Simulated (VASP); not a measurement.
# Ti (Im-3m) in VASP: a series of runs, part 2 of 2

VASP 6.6.1.

### 3 Single point, PBE

The input, INCAR:

```
PREC = Accurate ; ENCUT = 500
EDIFF = 1E-6 ; ISMEAR = -1
SIGMA = 0.05 ; LREAL = F
LASPH = T ; NELM = 120
ALGO = Normal ; ISIF = 2
LWAVE = F ; LCHARG = F
GGA = PE ; NBANDS = 12
GGA_COMPAT = F
```

The input, KPOINTS:

```
regular mesh
0
Gamma
  12 12 12
```

The input, POSCAR:

```
Ti
1.0
   -1.6532500000      1.6532500000      1.6532500000
    1.6532500000     -1.6532500000      1.6532500000
    1.6532500000      1.6532500000     -1.6532500000
Ti
1
Direct
    0.0000000000      0.0000000000      0.0000000000
```

Potentials or basis: VASP PAW PBE potentials, release 64 (Ti_sv).

On the command line:

```
$ cat potpaw_PBE.64/Ti_sv/POTCAR > POTCAR
$ mpirun -np 1 vasp_std > vasp.out
```

OUTCAR:

```text
PREC = Accurate
   ENCUT = 500
   EDIFF = 1E-6
   ISMEAR = -1
   LREAL = F
   LASPH = T
   NELM = 120
   ISIF = 2
   GGA = PE

 ion  position               nearest neighbor table
   1  0.000  0.000  0.000-

  LATTYP: Found a body centered cubic cell.
 ALAT       =     3.3065000000

  Lattice vectors:

 A1 = (  -1.6532500000,   1.6532500000,   1.6532500000)
 A2 = (   1.6532500000,  -1.6532500000,   1.6532500000)
 A3 = (   1.6532500000,   1.6532500000,  -1.6532500000)

Analysis of symmetry for initial positions (statically):
=====================================================================
 Subroutine PRICEL returns:
 Original cell was already a primitive cell.

 Routine SETGRP: Setting up the symmetry group for a
 body centered cubic supercell.

 Subroutine GETGRP returns: Found 48 space group operations
[... 9 lines left out ...]

 Routine SETGRP: Setting up the symmetry group for a
 body centered cubic supercell.

 Subroutine GETGRP returns: Found 48 space group operations
[... 11 lines left out ...]
                                     Primitive cell

  volume of cell :      18.0749

[... 142 lines left out ...]
  band No.  band energies     occupation
      1     -48.9287      2.00000
      2     -24.8288      2.00000
      3     -24.8288      2.00000
      4     -24.8288      2.00000
      5       1.8149      2.00000
      6       8.6329      0.00000
      7       8.6329      0.00000
      8       8.6329      0.00000
      9      10.3046      0.00000
     10      10.3046      0.00000
     11      24.8065      0.00000
     12      24.8065      0.00000
[... 331 lines left out ...]
 k-point    24 :       0.4167    0.0833    0.0833
  band No.  band energies     occupation
      1     -48.8151      2.00000
      2     -25.3779      2.00000
      3     -25.0423      2.00000
      4     -24.8699      2.00000
      5       5.7023      2.00000
      6       7.2168      1.99985
      7       8.2084      0.00006
      8      10.3749      0.00000
      9      10.6313      0.00000
     10      12.5803      0.00000
     11      15.9353      0.00000
     12      20.1420      0.00000

 [... further k-points ...]

------------------------ aborting loop because EDIFF is reached ----------------------------------------

  FORCE on cell =-STRESS in cart. coord.  units (eV):
  Direction    XX          YY          ZZ          XY          YZ          ZX
  --------------------------------------------------------------------------------------
  -------------------------------------------------------------------------------------
  Total       -0.5485205     -0.5485205     -0.5485205      0.0000000     -0.0000000      0.0000000
  in kB      -48.6214478    -48.6214478    -48.6214478      0.0000000     -0.0000000      0.0000000
  external PRESSURE =     -48.6214478 kB  Pullay stress =       0.0000000 kB

 VOLUME and BASIS-vectors are now :
 -----------------------------------------------------------------------------
  energy-cutoff  :      500.00
  volume of cell :       18.07
      direct lattice vectors                 reciprocal lattice vectors
    -1.653250000  1.653250000  1.653250000     0.000000000  0.302434599  0.302434599
     1.653250000 -1.653250000  1.653250000     0.302434599  0.000000000  0.302434599
     1.653250000  1.653250000 -1.653250000     0.302434599  0.302434599  0.000000000

 POSITION                                       TOTAL-FORCE (eV/Angst)
 -----------------------------------------------------------------------------------
      0.00000      0.00000      0.00000        -0.000000      0.000000      0.000000
 -----------------------------------------------------------------------------------
    total drift:                                0.000000      0.000000     -0.000000

  FREE ENERGIE OF THE ION-ELECTRON SYSTEM (eV)
  ---------------------------------------------------
  free  energy   TOTEN  =        -7.7211153819 eV

  energy  without entropy=       -7.7012603011  energy(sigma->0) =       -7.71118784
```

OSZICAR:

```text
N       E                     dE             d eps       ncg     rms          rms(c)
DAV:   1     0.840990171657E+02    0.84099E+02   -0.63860E+03  1732   0.114E+03
DAV:   2    -0.450938533011E+01   -0.88608E+02   -0.86338E+02  1772   0.291E+02
DAV:   3    -0.874860535344E+01   -0.42392E+01   -0.41901E+01  2400   0.641E+01
DAV:   4    -0.883823192864E+01   -0.89627E-01   -0.89460E-01  1944   0.849E+00
DAV:   5    -0.884012974422E+01   -0.18978E-02   -0.18978E-02  2104   0.114E+00    0.802E+00
DAV:   6    -0.771345219047E+01    0.11267E+01   -0.28346E+00  1876   0.231E+01    0.196E+00
DAV:   7    -0.771267458294E+01    0.77761E-03   -0.68184E-02  1976   0.256E+00    0.121E+00
DAV:   8    -0.772066697156E+01   -0.79924E-02   -0.32868E-02  1860   0.211E+00    0.101E-01
DAV:   9    -0.772110909864E+01   -0.44213E-03   -0.21101E-03  2064   0.449E-01    0.691E-02
DAV:  10    -0.772112967649E+01   -0.20578E-04   -0.25736E-04  1908   0.171E-01    0.176E-02
DAV:  11    -0.772111488256E+01    0.14794E-04   -0.30792E-05  1940   0.862E-02    0.738E-03
DAV:  12    -0.772111538189E+01   -0.49933E-06   -0.18580E-06  1900   0.156E-02
   1 F= -.77211154E+01 E0= -.77111878E+01  d E =-.198551E-01
```

Wall time 10 s (1 thread of Intel Xeon 6975P-C, shared host); peak memory 0.14 GiB.

What came out:

| Item | Value |
| --- | --- |
| Free energy | -7.7211 eV |
| Pressure | -4.9 GPa |
| Band gap on the k mesh | zero (band 6 reaches 8.63 eV, above the bottom of band 7 at 7.09 eV) |

Levels at points of the mesh, in eV from the Fermi level:
```csv
k point,band 3,band 4,band 5,band 6,band 7,band 8,band 9,band 10
"(0.00, 0.00, 0.00)",-32.52,-32.52,-5.88,0.94,0.94,0.94,2.61,2.61
"(0.50, 0.00, 0.00)",-32.71,-32.52,-2.37,-0.37,1.01,2.59,2.93,4.04
"(0.50, 0.50, 0.50)",-32.93,-32.93,-1.98,-1.98,3.71,3.71,3.71,8.05
```
